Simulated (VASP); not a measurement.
# S: single point with PBE

Crystal: S.

```
CELL_PARAMETERS angstrom
7.91702 0.00000 0.00000
0.00000 2.70849 0.00000
0.00000 0.00000 3.82931
ATOMIC_POSITIONS crystal
S 0.75000 0.50000 0.52062
S 0.25000 0.50000 0.47938
S 0.00000 0.50000 0.00000
S 0.50000 0.50000 0.00000
```

This cell differs from its parent crystal: Te replaced by S, lengths x 0.857, strained.

* Program: VASP 6.6.1
* Task: single point
* Functional: PBE
* Potentials or basis: VASP PAW PBE potentials, release 64 (S)
* Cutoff: 520 eV
* k mesh: 6 × 16 × 12
* Occupations: gaussian, width 0.1 eV
* Spin: no spin polarisation

- Pressure: -10.2 GPa
- Largest force: 0.326 eV/Å
- Band gap on the k mesh: zero (bands 12 and 13 overlap by 3.75 eV)

Forces in eV/Å, atoms in the order of the input:
```
S    0.000  0.000  0.326
S    0.000  0.000 -0.326
S    0.000  0.000  0.000
S    0.000  0.000  0.000
```

Stress tensor (GPa, compression positive):
```
-10.86   0.00   0.00
  0.00 -10.25   0.00
  0.00   0.00  -9.34
```

Levels at points of the mesh, in eV from the Fermi level:
```tsv
k point	band 9	band 10	band 11	band 12	band 13	band 14	band 15	band 16
(0.00, 0.00, 0.00)	-2.39	-2.38	1.05	1.22	1.48	2.42	2.42	3.49
(0.50, 0.00, 0.00)	-0.55	-0.55	-0.05	-0.05	1.74	1.74	3.16	3.16
(0.00, 0.50, 0.00)	-3.12	-2.76	-0.95	-0.92	-0.66	-0.65	2.26	2.42
(0.50, 0.50, 0.00)	-2.52	-2.52	-2.09	-2.09	0.86	0.86	1.43	1.43
(0.00, 0.00, 0.50)	-2.60	-2.60	2.19	2.21	2.36	2.44	2.55	2.64
(0.50, 0.00, 0.50)	0.35	0.35	0.64	0.64	2.41	2.41	2.59	2.59
(0.00, 0.50, 0.50)	-4.42	-4.40	-1.12	-1.12	-0.83	-0.83	3.26	3.27
(0.50, 0.50, 0.50)	-3.53	-3.53	-3.30	-3.30	1.69	1.69	1.98	1.98
```

It took 84 s on 1 thread of Intel(R) Xeon(R) 6975P-C (Granite Rapids), with other jobs on the host, peak memory 0.37 GiB.

Caveat: the cell differs from its parent crystal (Te replaced by S, lengths x 0.857, strained); the cell stands under tension.
